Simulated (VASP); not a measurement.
# BN (P6_3/mmc) in VASP: further runs

The runs below take BN through single point, with PBE.

Program: VASP 6.6.1. These are calculated values, not measurements. Logs are shortened: lines on timing, memory, paths and dates and some standing lists are left out, and cuts for length are marked.

**1. The cell of the first run**

The structure is hexagonal, space group P6_3/mmc (No. 194). The conventional cell has a = 2.512 Å, b = 2.512 Å, c = 8.343 Å, α = 90.00°, β = 90.00°, γ = 120.00°. B (site symmetry -6m2) has 3 N at 1.45 Å within 1.9 Å. N (site symmetry -6m2) has 3 B at 1.45 Å within 1.9 Å.

**2. Single point, PBE**

INCAR reads:

```
  ALGO = Normal
  EDIFF = 1E-7
  ENCUT = 520
  GGA = PE
  ISIF = 2
  ISMEAR = 0
  LASPH = T
  LCHARG = F
  LREAL = Auto
  LWAVE = F
  NBANDS = 96
  NELM = 100
  PREC = Accurate
  SIGMA = 0.01
```

KPOINTS reads:

```
k-points
0
Gamma
  2 2 2
```

POSCAR reads:

```
BN
1.0
    3.7682717270     -6.5268380877      0.0000000000
   -7.5365434538     -0.0000000001      0.0000000000
    0.0000000000      0.0000000000     -8.3431632471
B N
18 18
Direct
    0.4444444444      0.5555555556      0.7500000000
    0.1111111111      0.5555555556      0.7500000000
    0.7777777778      0.5555555556      0.7500000000
    0.4444444444      0.2222222222      0.7500000000
    0.1111111111      0.2222222222      0.7500000000
    0.7777777778      0.2222222222      0.7500000000
    0.4444444444      0.8888888889      0.7500000000
    0.1111111111      0.8888888889      0.7500000000
    0.7777777778      0.8888888889      0.7500000000
    0.5555555556      0.4444444444      0.2500000000
    0.2222222222      0.4444444444      0.2500000000
    0.8888888889      0.4444444444      0.2500000000
    0.5555555556      0.1111111111      0.2500000000
    0.2222222222      0.1111111111      0.2500000000
    0.8888888889      0.1111111111      0.2500000000
    0.5555555556      0.7777777778      0.2500000000
    0.2222222222      0.7777777778      0.2500000000
    0.8888888889      0.7777777778      0.2500000000
    0.4444444444      0.5555555556      0.2500000000
    0.1111111111      0.5555555556      0.2500000000
    0.7777777778      0.5555555556      0.2500000000
    0.4444444444      0.2222222222      0.2500000000
    0.1111111111      0.2222222222      0.2500000000
    0.7777777778      0.2222222222      0.2500000000
    0.4444444444      0.8888888889      0.2500000000
    0.1111111111      0.8888888889      0.2500000000
    0.7777777778      0.8888888889      0.2500000000
    0.5555555556      0.4444444444      0.7500000000
    0.2222222222      0.4444444444      0.7500000000
    0.8888888889      0.4444444444      0.7500000000
    0.5555555556      0.1111111111      0.7500000000
    0.2222222222      0.1111111111      0.7500000000
    0.8888888889      0.1111111111      0.7500000000
    0.5555555556      0.7777777778      0.7500000000
    0.2222222222      0.7777777778      0.7500000000
    0.8888888889      0.7777777778      0.7500000000
```

Potentials or basis: VASP PAW PBE potentials, release 64 (B, N).

Run with:

```
cat potpaw_PBE.64/B/POTCAR potpaw_PBE.64/N/POTCAR > POTCAR
mpirun -np 1 vasp_std > vasp.out
```

OUTCAR:

```text
EDIFF = 1E-7
   ENCUT = 520
   GGA = PE
   ISIF = 2
   ISMEAR = 0
   LASPH = T
   LREAL = Auto
   NELM = 100
   PREC = Accurate

 ion  position               nearest neighbor table
   1  0.444  0.556  0.750-  34 1.45  29 1.45  28 1.45
   2  0.111  0.556  0.750-  35 1.45  30 1.45  29 1.45
   3  0.778  0.556  0.750-  36 1.45  28 1.45  30 1.45
   4  0.444  0.222  0.750-  28 1.45  32 1.45  31 1.45
   5  0.111  0.222  0.750-  29 1.45  32 1.45  33 1.45
   6  0.778  0.222  0.750-  30 1.45  33 1.45  31 1.45
[... 28 lines left out ...]
  35  0.222  0.778  0.750-   2 1.45   8 1.45   7 1.45
  36  0.889  0.778  0.750-   3 1.45   9 1.45   8 1.45

  LATTYP: Found a hexagonal cell.
 ALAT       =     7.5365434538
 C/A-ratio  =     1.1070278170

  Lattice vectors:

 A1 = (   3.7682717270,  -6.5268380877,   0.0000000000)
 A2 = (  -7.5365434538,  -0.0000000001,   0.0000000000)
 A3 = (   0.0000000000,   0.0000000000,  -8.3431632471)

Analysis of symmetry for initial positions (statically):
=====================================================================
 Subroutine PRICEL returns following result:

  LATTYP: Found a hexagonal cell.
 ALAT       =     2.5121811510
 C/A-ratio  =     3.3210834512

  Lattice vectors:

 A1 = (   1.2560905755,  -2.1756126957,   0.0000000000)
 A2 = (  -2.5121811510,  -0.0000000000,   0.0000000000)
 A3 = (   0.0000000000,   0.0000000000,  -8.3431632471)

   9 primitive cells build up your supercell.

 Routine SETGRP: Setting up the symmetry group for a
 hexagonal supercell.

 Subroutine GETGRP returns: Found 24 space group operations
 (whereof 12 operations were pure point group operations)
 out of a pool of 24 trial point group operations.

The static configuration has the point symmetry D_3d.
 The point group associated with its full space group is D_6h.

Analysis of symmetry for dynamics (positions and initial velocities):
=====================================================================
 Subroutine PRICEL returns following result:

  LATTYP: Found a hexagonal cell.
 ALAT       =     2.5121811510
 C/A-ratio  =     3.3210834512

  Lattice vectors:

 A1 = (   1.2560905755,  -2.1756126957,   0.0000000000)
 A2 = (  -2.5121811510,  -0.0000000000,   0.0000000000)
 A3 = (   0.0000000000,   0.0000000000,  -8.3431632471)

   9 primitive cells build up your supercell.

 Routine SETGRP: Setting up the symmetry group for a
 hexagonal supercell.

 Subroutine GETGRP returns: Found 24 space group operations
 (whereof 12 operations were pure point group operations)
 out of a pool of 24 trial point group operations.

The dynamic configuration has the point symmetry D_3d.
 The point group associated with its full space group is D_6h.

 Subroutine INISYM returns: Found 24 space group operations
 (whereof 12 operations are pure point group operations),
 and found     9 'primitive' translations

----------------------------------------------------------------------------------------

                                     Primitive cell

  volume of cell :      45.5998

  direct lattice vectors                    reciprocal lattice vectors
     1.256090576 -2.175612696  0.000000000     0.000000000 -0.459640635  0.000000000
    -2.512181151 -0.000000000  0.000000000    -0.398060466 -0.229820317  0.000000000
     0.000000000  0.000000000 -8.343163247     0.000000000  0.000000000 -0.119858616

  length of vectors
     2.512181151  2.512181151  8.343163247     0.459640635  0.459640635  0.119858616

  position of ions in fractional coordinates (direct lattice)
     0.333333333  0.666666667  0.750000000
     0.666666667  0.333333333  0.250000000
     0.333333333  0.666666667  0.250000000
     0.666666667  0.333333333  0.750000000

  ion indices of the primitive-cell ions
   primitive index   ion index
                 1           1
                 2          10
                 3          19
                 4          28

----------------------------------------------------------------------------------------

 KPOINTS: k-points

Automatic generation of k-mesh.
 Grid dimensions read from file:
 generate k-points for:    2    2    2

 Generating k-lattice:

  Cartesian coordinates                     Fractional coordinates (reciprocal lattice)
     0.000000000 -0.076606772  0.000000000     0.500000000  0.000000000  0.000000000
    -0.066343411 -0.038303386  0.000000000     0.000000000  0.500000000  0.000000000
     0.000000000  0.000000000 -0.059929308     0.000000000  0.000000000  0.500000000

  Length of vectors
     0.076606772  0.076606772  0.059929308

  Shift w.r.t. Gamma in fractional coordinates (k-lattice)
     0.000000000  0.000000000  0.000000000

 Subroutine IBZKPT returns following result:
 ===========================================

 Found      4 irreducible k-points:

 Following reciprocal coordinates:
            Coordinates               Weight
  0.000000  0.000000  0.000000      1.000000
  0.500000  0.000000  0.000000      3.000000
  0.000000  0.000000  0.500000      1.000000
  0.500000  0.000000  0.500000      3.000000
   k-points           NKPTS =      4   k-points in BZ     NKDIM =      4   number of bands    NBANDS=     96
   number of dos      NEDOS =    301   number of ions     NIONS =     36
   total plane-waves  NPLWV = 200704
   dimension x,y,z NGX =    56 NGY =   56 NGZ =   64
   dimension x,y,z NGXF=   112 NGYF=  112 NGZF=  128
   ions per type =              18  18
   NGX,Y,Z   is equivalent  to a cutoff of  12.35, 12.35, 12.75 a.u.
   NGXF,Y,Z  is equivalent  to a cutoff of  24.71, 24.71, 25.51 a.u.
 SYSTEM =  unknown system
   PREC   = accura    normal or accurate (medium, high low for compatibility)
   ISTART =      0    job   : 0-new  1-cont  2-samecut
   ICHARG =      2    charge: 1-file 2-atom 10-const
   ISPIN  =      1    spin polarized calculation?
   LNONCOLLINEAR =      F non collinear calculations
   LSORBIT =      F    spin-orbit coupling
   LASPH  =      T    aspherical Exc in radial PAW
   ENCUT  =  520.0 eV  38.22 Ry    6.18 a.u.  14.01 14.01 15.51*2*pi/ulx,y,z
   NELM   =    100;   NELMIN=  2; NELMDL= -5     # of ELM steps
   EDIFF  = 0.1E-06   stopping-criterion for ELM
   LREAL  =      T    real-space projection
   EDIFFG = 0.1E-05   stopping-criterion for IOM
   NSW    =      0    number of steps for IOM
   IBRION =     -1    ionic relax: 0-MD 1-quasi-New 2-CG
   NFREE  =      0    steps in history (QN), initial steepest desc. (CG)
   ISIF   =      2    stress and relaxation
   ISYM   =      2    0-nonsym 1-usesym 2-fastsym
   POTIM  = 0.5000    time-step for ionic-motion
   TEBEG  =    0.0;   TEEND  =   0.0 temperature during run
   PSTRESS=    0.0 pullay stress
   NELECT =     144.0000    total number of electrons
   NUPDOWN=      -1.0000    fix difference up-down
   EMIN   =  10.00;   EMAX   =-10.00  energy-range for DOS
   EFERMI =   0.00;   METHOD = LEGACY
   ISMEAR =     0;   SIGMA  =   0.01  broadening in eV -4-tet -1-fermi 0-gaus
   EFERMI_NEDOS =   21; number of points for ismear=-14 and -15
   IALGO  =     38    algorithm
   IMIX   =      4    mixing-type and parameters
     AMIX     =   0.40;   BMIX     =  1.00
     AMIX_MAG =   1.60;   BMIX_MAG =  1.00
  volume/ion in A,a.u.               =      11.40        76.93
  Fermi-wavevector in a.u.,A,eV,Ry     =   1.154677  2.182023 18.140352  1.333278
  Thomas-Fermi vector in A             =   2.291311
   LORBIT       =      0    0 simple, 1 ext, 2 COOP (PROOUT), +10 PAW based schemes
   GGA     = PE    functional components
   LHFCALC =     F    Hartree Fock is set to
   AEXX    =    0.0000 exact exchange contribution
   IVDW    =     0    specifies the selected vdW correction
   LEPSILON=     F    determine dielectric tensor
   LRPA    =     F    only Hartree local field effects (RPA)
 non-spin polarized calculation
 Gauss-broadening in eV      SIGMA  =   0.01
  energy-cutoff  :      520.00
  volume of cell :      410.40
 maximum number of plane-waves:     11082
   NGX = 29   NGY = 29   NGZ = 31

 number of electron     143.9999986 magnetization

 Free energy of the ion-electron system (eV)
  ---------------------------------------------------
  ext. energy  EPLUGINS =         0.00000000
  ---------------------------------------------------
  free energy    TOTEN  =      -316.87191141 eV

  energy without entropy =     -316.87191141  energy(sigma->0) =     -316.87191141

 E-fermi :   0.6482     XC(G=0):  -8.5803

 val. band max:        0.6025494128   @ k =   0.0000   0.0000   0.5000
 cond. band min:       5.0000844555   @ k =   0.0000   0.0000   0.0000
 fundamental gap:      4.3975350427
 Fermi energy:         0.6481907244

 k-point     1 :       0.0000    0.0000    0.0000
  band No.  band energies     occupation
      1     -17.0282      2.00000
      2     -16.9873      2.00000
      3     -15.0938      2.00000
      4     -15.0938      2.00000
      5     -15.0938      2.00000
      6     -15.0938      2.00000
[... 76 lines left out ...]
     83       7.4973      0.00000
     84       7.9120      0.00000

 k-point     2 :       0.5000    0.0000    0.0000
  band No.  band energies     occupation
      1     -16.5032      2.00000
      2     -16.5032      2.00000
      3     -16.4656      2.00000
      4     -16.4656      2.00000
      5     -15.5228      2.00000
      6     -15.5228      2.00000
[... 76 lines left out ...]
     83       6.1715      0.00000
     84       6.1715      0.00000

 k-point     3 :       0.0000    0.0000    0.5000
  band No.  band energies     occupation
      1     -17.0077      2.00000
      2     -17.0077      2.00000
      3     -15.0803      2.00000
      4     -15.0803      2.00000
      5     -15.0803      2.00000
      6     -15.0803      2.00000
[... 76 lines left out ...]
     83       7.5355      0.00000
     84       7.5355      0.00000

 k-point     4 :       0.5000    0.0000    0.5000
  band No.  band energies     occupation
      1     -16.4845      2.00000
      2     -16.4845      2.00000
      3     -16.4845      2.00000
      4     -16.4845      2.00000
      5     -15.5073      2.00000
      6     -15.5073      2.00000
[... 76 lines left out ...]
     83       7.0711      0.00000
     84       7.0711      0.00000
 [bands above 84 left out]

------------------------ aborting loop because EDIFF is reached ----------------------------------------

  FORCE on cell =-STRESS in cart. coord.  units (eV):
  Direction    XX          YY          ZZ          XY          YZ          ZX
  --------------------------------------------------------------------------------------
  -------------------------------------------------------------------------------------
  Total        0.2391218      0.2391218     -0.2111698     -0.0000000      0.0000000      0.0000000
  in kB        0.9335207      0.9335207     -0.8243973     -0.0000000      0.0000000      0.0000000
  external PRESSURE =       0.3475481 kB  Pullay stress =       0.0000000 kB

 VOLUME and BASIS-vectors are now :
 -----------------------------------------------------------------------------
  energy-cutoff  :      520.00
  volume of cell :      410.40
      direct lattice vectors                 reciprocal lattice vectors
     3.768271727 -6.526838088  0.000000000     0.000000000 -0.153213545  0.000000000
    -7.536543454 -0.000000000  0.000000000    -0.132686822 -0.076606772  0.000000000
     0.000000000  0.000000000 -8.343163247     0.000000000  0.000000000 -0.119858616

 POSITION                                       TOTAL-FORCE (eV/Angst)
 -----------------------------------------------------------------------------------
     -2.51218     -2.90082     -6.25737        -0.000000      0.000000      0.000000
     -3.76827     -0.72520     -6.25737        -0.000000      0.000000      0.000000
     -1.25609     -5.07643     -6.25737        -0.000000      0.000000     -0.000000
      0.00000     -2.90082     -6.25737        -0.000000      0.000000      0.000000
     -1.25609     -0.72520     -6.25737        -0.000000      0.000000      0.000000
      1.25609     -5.07643     -6.25737        -0.000000      0.000000      0.000000
[... 28 lines left out ...]
     -5.02436     -1.45041     -6.25737        -0.000000      0.000000      0.000000
     -2.51218     -5.80163     -6.25737         0.000000     -0.000000     -0.000000
 -----------------------------------------------------------------------------------
    total drift:                               -0.000000     -0.000000     -0.000000

  FREE ENERGIE OF THE ION-ELECTRON SYSTEM (eV)
  ---------------------------------------------------
  free  energy   TOTEN  =      -316.8719114129 eV

  energy  without entropy=     -316.8719114129  energy(sigma->0) =     -316.87191141
```

Wall time 4.5 min (1 thread of Intel Xeon Platinum 8375C at 2.90GHz (Ice Lake), shared host); peak memory 0.5 GiB.

Results:

| Item | Value |
| --- | --- |
| Free energy | -316.8719 eV |
| Pressure | 0.0 GPa |
| Band gap on the k mesh | 4.40 eV |

Stress tensor (GPa, compression positive):
```
 0.09  0.00  0.00
 0.00  0.09  0.00
 0.00  0.00 -0.08
```

Caveat: the k points lie up to 0.48 Å⁻¹ apart; this functional lacks dispersion, which binds the layers, so the pressure and a relaxed spacing across them are unreliable. A k mesh can miss the band edges.

(Part 1 of 2 ends here.)
